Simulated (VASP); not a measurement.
# Co (P6_3/mmc) in VASP: settings compared

Co is run at these levels: PBE, RPBE+D4; tasks: single point.

All numbers are computed with VASP 6.6.1; they aren't measurements. Logs are shortened: lines on timing, memory, paths and dates and some standing lists are left out, and cuts for length are marked.

### 1 The cell of the first run

Symmetry: P6_3/mmc, No. 194, hexagonal system. The conventional cell has a = 2.472 Å, b = 2.472 Å, c = 4.021 Å, α = 90.00°, β = 90.00°, γ = 120.00°. Within 3.3 Å of Co (site symmetry -6m2) lie 12 Co at 2.47 Å.

### 2 Single point, PBE, collinear spin, ferromagnetic start

INCAR

```
PREC = Accurate
ENCUT = 520
EDIFF = 1E-6
ISMEAR = -1
SIGMA = 0.05
LREAL = F
LASPH = T
NELM = 150
ALGO = Normal
ISIF = 2
LWAVE = F
LCHARG = T
ISPIN = 2
MAGMOM = 4 4
LORBIT = 11
NUPDOWN = 8.0
LMAXMIX = 4
GGA = PE
LELF = T
LVHAR = T
NBANDS = 20
```

KPOINTS

```
Automatic mesh
0
Gamma
  10 10 6
```

POSCAR

```
Co
1.0
    2.4719999032      0.0000000000      0.0000000000
   -1.2359999516      2.1408147143      0.0000000000
    0.0000000000      0.0000000000      4.0211440800
Co
2
Direct
    0.6666666667      0.3333333333      0.7500000000
    0.3333333333      0.6666666667      0.2500000000
```

Potentials or basis: VASP PAW PBE potentials, release 64 (Co).

Command:

```sh
$ cat potpaw_PBE.64/Co/POTCAR > POTCAR
$ mpirun -np 1 vasp_std > vasp.out
```

OUTCAR:

```text
PREC = Accurate
   ENCUT = 520
   EDIFF = 1E-6
   ISMEAR = -1
   LREAL = F
   LASPH = T
   NELM = 150
   ISIF = 2
   ISPIN = 2
   LORBIT = 11
   NUPDOWN = 8.0
   GGA = PE

 ion  position               nearest neighbor table
   1  0.667  0.333  0.750-   2 2.47   2 2.47   2 2.47   2 2.47   2 2.47   2 2.47
   2  0.333  0.667  0.250-   1 2.47   1 2.47   1 2.47   1 2.47   1 2.47   1 2.47

  LATTYP: Found a hexagonal cell.
 ALAT       =     2.4719999032
 C/A-ratio  =     1.6266764715

  Lattice vectors:

 A1 = (   2.4719999032,   0.0000000000,   0.0000000000)
 A2 = (  -1.2359999516,   2.1408147143,   0.0000000000)
 A3 = (   0.0000000000,   0.0000000000,   4.0211440800)

Analysis of symmetry for initial positions (statically):
=====================================================================
 Subroutine PRICEL returns:
 Original cell was already a primitive cell.

 Routine SETGRP: Setting up the symmetry group for a
 hexagonal supercell.

 Subroutine GETGRP returns: Found 24 space group operations
 (whereof 12 operations were pure point group operations)
 out of a pool of 24 trial point group operations.

The static configuration has the point symmetry D_3d.
 The point group associated with its full space group is D_6h.

Analysis of symmetry for dynamics (positions and initial velocities):
=====================================================================
 Subroutine PRICEL returns:
 Original cell was already a primitive cell.

 Routine SETGRP: Setting up the symmetry group for a
 hexagonal supercell.

 Subroutine GETGRP returns: Found 24 space group operations
 (whereof 12 operations were pure point group operations)
 out of a pool of 24 trial point group operations.

The dynamic configuration has the point symmetry D_3d.
 The point group associated with its full space group is D_6h.

Analysis of structural, dynamic, and magnetic symmetry:
=====================================================================
 Subroutine PRICEL returns:
 Original cell was already a primitive cell.

 Routine SETGRP: Setting up the symmetry group for a
 hexagonal supercell.

 Subroutine GETGRP returns: Found 24 space group operations
 (whereof 12 operations were pure point group operations)
 out of a pool of 24 trial point group operations.

The overall configuration has the point symmetry D_3d.
 The point group associated with its full space group is D_6h.

 Subroutine INISYM returns: Found 24 space group operations
 (whereof 12 operations are pure point group operations),
 and found     1 'primitive' translations

----------------------------------------------------------------------------------------

                                     Primitive cell

  volume of cell :      21.2803

  direct lattice vectors                    reciprocal lattice vectors
     2.471999903  0.000000000  0.000000000     0.404530760  0.233555943  0.000000000
    -1.235999952  2.140814714  0.000000000     0.000000000  0.467111887  0.000000000
     0.000000000  0.000000000  4.021144080     0.000000000  0.000000000  0.248685444

  length of vectors
     2.471999903  2.471999903  4.021144080     0.467111887  0.467111887  0.248685444

  position of ions in fractional coordinates (direct lattice)
     0.666666667  0.333333333  0.750000000
     0.333333333  0.666666667  0.250000000

  ion indices of the primitive-cell ions
   primitive index   ion index
                 1           1
                 2           2

----------------------------------------------------------------------------------------

 KPOINTS: Automatic mesh

Automatic generation of k-mesh.
 Grid dimensions read from file:
 generate k-points for:   10   10    6

 Generating k-lattice:

  Cartesian coordinates                     Fractional coordinates (reciprocal lattice)
     0.040453076  0.023355594  0.000000000     0.100000000 -0.000000000  0.000000000
     0.000000000  0.046711189  0.000000000     0.000000000  0.100000000  0.000000000
     0.000000000  0.000000000  0.041447574     0.000000000  0.000000000  0.166666667

  Length of vectors
     0.046711189  0.046711189  0.041447574

  Shift w.r.t. Gamma in fractional coordinates (k-lattice)
     0.000000000  0.000000000  0.000000000

 Subroutine IBZKPT returns following result:
 ===========================================

 Found     56 irreducible k-points:

 Following reciprocal coordinates:
            Coordinates               Weight
  0.000000  0.000000  0.000000      1.000000
  0.100000  0.000000  0.000000      6.000000
  0.200000  0.000000  0.000000      6.000000
  0.300000  0.000000  0.000000      6.000000
  0.400000  0.000000  0.000000      6.000000
  0.500000  0.000000  0.000000      3.000000
[... 16 lines left out ...]
  0.300000  0.100000  0.166667     24.000000
  0.400000  0.100000  0.166667     24.000000
 [... further k-points ...]
   k-points           NKPTS =     56   k-points in BZ     NKDIM =     56   number of bands    NBANDS=     20
   number of dos      NEDOS =    301   number of ions     NIONS =      2
   total plane-waves  NPLWV =   9720
   dimension x,y,z NGX =    18 NGY =   18 NGZ =   30
   dimension x,y,z NGXF=    36 NGYF=   36 NGZF=   60
   ions per type =               2
   NGX,Y,Z   is equivalent  to a cutoff of  12.11, 12.11, 12.40 a.u.
   NGXF,Y,Z  is equivalent  to a cutoff of  24.21, 24.21, 24.81 a.u.
 SYSTEM =  unknown system
   PREC   = accura    normal or accurate (medium, high low for compatibility)
   ISTART =      0    job   : 0-new  1-cont  2-samecut
   ICHARG =      2    charge: 1-file 2-atom 10-const
   ISPIN  =      2    spin polarized calculation?
   LNONCOLLINEAR =      F non collinear calculations
   LSORBIT =      F    spin-orbit coupling
   LASPH  =      T    aspherical Exc in radial PAW
   ENCUT  =  520.0 eV  38.22 Ry    6.18 a.u.   4.60  4.60  7.48*2*pi/ulx,y,z
   NELM   =    150;   NELMIN=  2; NELMDL= -5     # of ELM steps
   EDIFF  = 0.1E-05   stopping-criterion for ELM
   LREAL  =      F    real-space projection
   EDIFFG = 0.1E-04   stopping-criterion for IOM
   NSW    =      0    number of steps for IOM
   IBRION =     -1    ionic relax: 0-MD 1-quasi-New 2-CG
   NFREE  =      0    steps in history (QN), initial steepest desc. (CG)
   ISIF   =      2    stress and relaxation
   ISYM   =      2    0-nonsym 1-usesym 2-fastsym
   POTIM  = 0.5000    time-step for ionic-motion
   TEBEG  =    0.0;   TEEND  =   0.0 temperature during run
   PSTRESS=    0.0 pullay stress
   NELECT =      18.0000    total number of electrons
   NUPDOWN=       8.0000    fix difference up-down
   EMIN   =  10.00;   EMAX   =-10.00  energy-range for DOS
   EFERMI =   0.00;   METHOD = LEGACY
   ISMEAR =    -1;   SIGMA  =   0.05  broadening in eV -4-tet -1-fermi 0-gaus
   EFERMI_NEDOS =   21; number of points for ismear=-14 and -15
   IALGO  =     38    algorithm
   IMIX   =      4    mixing-type and parameters
     AMIX     =   0.40;   BMIX     =  1.00
     AMIX_MAG =   1.60;   BMIX_MAG =  1.00
  volume/ion in A,a.u.               =      10.64        71.80
  Fermi-wavevector in a.u.,A,eV,Ry     =   1.548246  2.925761 32.614055  2.397065
  Thomas-Fermi vector in A             =   2.653224
   LORBIT       =     11    0 simple, 1 ext, 2 COOP (PROOUT), +10 PAW based schemes
   GGA     = PE    functional components
   LHFCALC =     F    Hartree Fock is set to
   AEXX    =    0.0000 exact exchange contribution
   IVDW    =     0    specifies the selected vdW correction
   LEPSILON=     F    determine dielectric tensor
   LRPA    =     F    only Hartree local field effects (RPA)
 spin polarized calculation
  energy-cutoff  :      520.00
  volume of cell :       21.28
 maximum number of plane-waves:       585
   NGX =  9   NGY =  9   NGZ = 15

 number of electron      17.9999990 magnetization       7.9999996

 Free energy of the ion-electron system (eV)
  ---------------------------------------------------
  ext. energy  EPLUGINS =         0.00000000
  ---------------------------------------------------
  free energy    TOTEN  =        -1.64912786 eV

  energy without entropy =       -1.62549536  energy(sigma->0) =       -1.63731161

 E-fermi :   9.2756     XC(G=0): -13.5881

 val. band max:       19.2575239924   @ k =   0.3000   0.3000   0.1667
 cond. band min:       9.2758990266   @ k =   0.2000   0.0000   0.0000
 fundamental gap:     -9.9816249659
 Fermi energy:        19.3225244278

 spin component 1

 k-point     1 :       0.0000    0.0000    0.0000
  band No.  band energies     occupation
      1       0.6386      1.00000
      2       3.7901      1.00000
      3       5.9039      1.00000
      4       5.9039      1.00000
      5       5.9530      1.00000
      6       6.1808      1.00000
[... 12 lines left out ...]
     19      35.7585      0.00000
     20      35.7585      0.00000

 k-point     2 :       0.1000    0.0000    0.0000
  band No.  band energies     occupation
      1       0.9916      1.00000
      2       3.9792      1.00000
      3       5.6660      1.00000
      4       6.0580      1.00000
      5       6.0939      1.00000
      6       6.1891      1.00000
[... 12 lines left out ...]
     19      36.6236      0.00000
     20      38.7682      0.00000

 k-point     3 :       0.2000    0.0000    0.0000
  band No.  band energies     occupation
      1       1.9786      1.00000
      2       4.3572      1.00000
      3       5.4148      1.00000
      4       5.5739      1.00000
      5       5.9641      1.00000
      6       6.2043      1.00000
[... 12 lines left out ...]
     19      35.4744      0.00000
     20      38.6200      0.00000

 k-point     4 :       0.3000    0.0000    0.0000
  band No.  band energies     occupation
      1       3.2531      1.00000
      2       4.3704      1.00000
      3       4.8416      1.00000
      4       5.5356      1.00000
      5       5.9790      1.00000
      6       6.0391      1.00000
[... 429 lines left out ...]
 k-point    23 :       0.3000    0.1000    0.1667
  band No.  band energies     occupation
      1       3.8722      1.00000
      2       4.4381      1.00000
      3       4.7286      1.00000
      4       5.2881      1.00000
      5       5.8791      1.00000
      6       6.1909      1.00000
[... 12 lines left out ...]
     19      34.7998      0.00000
     20      35.0065      0.00000

 k-point    24 :       0.4000    0.1000    0.1667
  band No.  band energies     occupation
      1       3.9391      1.00000
      2       4.2006      1.00000
      3       4.7846      1.00000
      4       5.2936      1.00000
      5       5.7669      1.00000
      6       6.4602      1.00000
[... 12 lines left out ...]
     19      34.1428      0.00000
     20      34.3730      0.00000

 [... further k-points ...]

 spin component 2

 k-point     1 :       0.0000    0.0000    0.0000
  band No.  band energies     occupation
      1       2.5528      1.00000
      2       6.4767      1.00000
      3       9.1435      0.93347
      4       9.2674      0.54066
      5       9.2674      0.54065
      6       9.5864      0.00199
[... 12 lines left out ...]
     19      38.0218      0.00000
     20      38.0218      0.00000

 k-point     2 :       0.1000    0.0000    0.0000
  band No.  band energies     occupation
      1       2.9082      1.00000
      2       6.6915      1.00000
      3       8.9337      0.99893
      4       9.4137      0.05939
      5       9.4374      0.03778
      6       9.5236      0.00695
[... 12 lines left out ...]
     19      38.5138      0.00000
     20      41.0096      0.00000

 k-point     3 :       0.2000    0.0000    0.0000
  band No.  band energies     occupation
      1       3.9167      1.00000
      2       7.1658      1.00000
      3       8.6110      1.00000
      4       8.7290      0.99998
      5       9.2759      0.49829
      6       9.7430      0.00009
[... 12 lines left out ...]
     19      37.7270      0.00000
     20      40.5589      0.00000

 k-point     4 :       0.3000    0.0000    0.0000
  band No.  band energies     occupation
      1       5.3372      1.00000
      2       7.3396      1.00000
      3       7.9620      1.00000
      4       8.5383      1.00000
      5       9.2610      0.57215
      6       9.4844      0.01510
[... 429 lines left out ...]
 k-point    23 :       0.3000    0.1000    0.1667
  band No.  band energies     occupation
      1       6.3027      1.00000
      2       7.4465      1.00000
      3       7.7041      1.00000
      4       8.4039      1.00000
      5       9.1584      0.91244
      6       9.5524      0.00392
[... 12 lines left out ...]
     19      37.0297      0.00000
     20      37.0604      0.00000

 k-point    24 :       0.4000    0.1000    0.1667
  band No.  band energies     occupation
      1       6.8052      1.00000
      2       7.2065      1.00000
      3       7.7911      1.00000
      4       8.3361      1.00000
      5       9.1697      0.89263
      6       9.7075      0.00018
[... 12 lines left out ...]
     19      36.1407      0.00000
     20      36.6346      0.00000

 [... further k-points ...]
[... 5 lines left out ...]
  --------------------------------------------------------------------------------------
  -------------------------------------------------------------------------------------
  Total       15.2556408     15.2556408     16.8165925      0.0000000      0.0000000      0.0000000
  in kB     1148.5869331   1148.5869330   1266.1099374      0.0000000      0.0000000      0.0000000
  external PRESSURE =    1187.7612678 kB  Pullay stress =       0.0000000 kB

 VOLUME and BASIS-vectors are now :
 -----------------------------------------------------------------------------
  energy-cutoff  :      520.00
  volume of cell :       21.28
      direct lattice vectors                 reciprocal lattice vectors
     2.471999903  0.000000000  0.000000000     0.404530760  0.233555943  0.000000000
    -1.235999952  2.140814714  0.000000000     0.000000000  0.467111887  0.000000000
     0.000000000  0.000000000  4.021144080     0.000000000  0.000000000  0.248685444

 POSITION                                       TOTAL-FORCE (eV/Angst)
 -----------------------------------------------------------------------------------
      1.23600      0.71360      3.01586         0.000000      0.000000      0.000000
     -0.00000      1.42721      1.00529        -0.000000      0.000000      0.000000
 -----------------------------------------------------------------------------------
    total drift:                                0.000000     -0.000000     -0.000000

  FREE ENERGIE OF THE ION-ELECTRON SYSTEM (eV)
  ---------------------------------------------------
  free  energy   TOTEN  =        -1.6491278626 eV

  energy  without entropy=       -1.6254953619  energy(sigma->0) =       -1.63731161

 total charge

# of ion       s       p       d       tot
------------------------------------------
    1        0.626   0.793   6.805   8.225
    2        0.626   0.793   6.805   8.225
--------------------------------------------------
tot          1.252   1.587  13.610  16.449

 magnetization (x)

# of ion       s       p       d       tot
------------------------------------------
    1        0.181   0.439   3.133   3.753
    2        0.181   0.439   3.133   3.753
--------------------------------------------------
tot          0.362   0.878   6.265   7.505
```

It took 38 s on 1 thread of Intel Xeon Platinum 8488C (Sapphire Rapids), shared host; peak memory 0.15 GiB.

What came out:

```yaml
Free_energy: -1.6491 eV
Pressure: 118.8 GPa
Net_moment: 8.00 μB per cell
Site_moments: Co +3.75 μB
Valence_electrons_inside_the_program's_atomic_spheres: Co 8.22
```

Caveat: the cell stands under pressure; the total moment is fixed, so each spin has its own Fermi level.

### 3 Single point, PBE, collinear spin, ferromagnetic start

INCAR

```
SYSTEM = Co
  PREC = Accurate
  ENCUT = 520
  EDIFF = 1E-7
  ISMEAR = -1
  SIGMA = 0.05
  LREAL = .FALSE.
  LASPH = .TRUE.
  NELM = 150
  ALGO = Normal
  ISIF = 2
  LWAVE = .FALSE.
  LCHARG = .TRUE.
  ISPIN = 2
  MAGMOM = 2 2
  LORBIT = 11
  LMAXMIX = 4
  GGA = PE
  LELF = .TRUE.
  LVHAR = .TRUE.
  NBANDS = 20
```

KPOINTS

```
Automatic mesh
0
G
  10 10 6
  0 0 0
```

POSCAR is that of step 2.

Potentials or basis: VASP PAW PBE potentials, release 64 (Co).

Command:

```sh
$ cat potpaw_PBE.64/Co/POTCAR > POTCAR
$ mpirun -np 1 vasp_std > vasp.out
```

It took 46 s on 1 thread of Intel Xeon Platinum 8488C (Sapphire Rapids), shared host; peak memory 0.15 GiB.

Results (log left out):

```
Free energy                                           : -14.0736 eV
Pressure                                              : 4.6 GPa
Net moment                                            : 3.29 μB per cell
Site moments                                          : Co +1.66 μB
Valence electrons inside the program's atomic spheres : Co 8.31
```

Stress tensor (GPa, compression positive):
```
5.43 0.00 0.00
0.00 5.43 0.00
0.00 0.00 3.00
```

Levels at points of the mesh, in eV from the Fermi level:
Spin up:
| k point | band 7 | band 8 | band 9 | band 10 | band 11 | band 12 | band 13 | band 14 | band 15 | band 16 |
| --- | --- | --- | --- | --- | --- | --- | --- | --- | --- | --- |
| (0.00, 0.00, 0.00) | -2.29 | -1.91 | -1.91 | -0.80 | -0.80 | -0.12 | 6.46 | 22.25 | 25.06 | 25.06 |
| (0.50, 0.00, 0.00) | -2.20 | -0.64 | -0.58 | -0.49 | 1.39 | 3.46 | 9.83 | 10.51 | 12.90 | 14.21 |
| (0.00, 0.00, 0.50) | -2.66 | -2.66 | -1.12 | -1.12 | -1.12 | -1.12 | 15.12 | 15.12 | 22.99 | 22.99 |
| (0.50, 0.00, 0.50) | -1.03 | -1.03 | -0.55 | -0.55 | 1.67 | 1.67 | 7.47 | 7.47 | 18.69 | 18.69 |
Spin down:
| k point | band 5 | band 6 | band 7 | band 8 | band 9 | band 10 |
| --- | --- | --- | --- | --- | --- | --- |
| (0.00, 0.00, 0.00) | -0.93 | -0.56 | -0.56 | -0.17 | -0.11 | -0.11 |
| (0.50, 0.00, 0.00) | -1.08 | -1.03 | -0.61 | 1.28 | 1.38 | 1.44 |
| (0.00, 0.00, 0.50) | -0.99 | -0.99 | -0.99 | -0.99 | 0.77 | 0.77 |
| (0.50, 0.00, 0.50) | -0.01 | -0.01 | 0.30 | 0.30 | 1.38 | 1.38 |

Caveat: the cell stands under pressure.

(Part 1 of 2 ends here.)
